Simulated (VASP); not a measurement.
The system is AlCo.

```xyz
2
Lattice="2.8194 0.0000 0.0000 0.0000 2.8194 0.0000 0.0000 0.0000 2.8194" Properties=species:S:1:pos:R:3 pbc="T T T"
Al    0.0000    0.0000    0.0000
Co    1.4097    1.4097    1.4097
```

| Quantity | Value |
| --- | --- |
| Program | VASP 6.6.1 |
| Task | relaxation of cell and atoms |
| Functional | PBE |
| Potentials or basis | VASP PAW PBE potentials, release 64 (Al, Co) |
| Cutoff | 600 eV |
| k mesh | 14 × 14 × 14 |
| Occupations | gaussian, width 0.1 eV |
| Spin | collinear spin, ferrimagnetic start |
| Starting moments | [-0.01, 0.16] μB |

At the start: pressure 6.6 GPa; volume 11.21 Å³/atom.

Problem. Where does the relaxation end?

Solution. Over 3 steps the energy falls by 7.6 meV/atom and the volume is 11.59 Å³/atom (+3.4 %); space group Pm-3m (No. 221, to 0.05 Å); moment 0.00 μB per cell.

Step by step:
```tsv
step	energy change (eV)	largest force (eV/Å)	pressure (GPa)	volume (Å³)
1	0.0000	0.0000	6.56	22.41
2	-0.0022	0.0000	-5.32	23.93
3	-0.0151	0.0000	0.00	23.18
```

Final structure:
```xyz
2
Lattice="2.8513 0.0000 0.0000 0.0000 2.8513 0.0000 0.0000 0.0000 2.8513" Properties=species:S:1:pos:R:3 pbc="T T T"
Al    0.0000    0.0000    0.0000
Co    1.4256    1.4256    1.4256
```
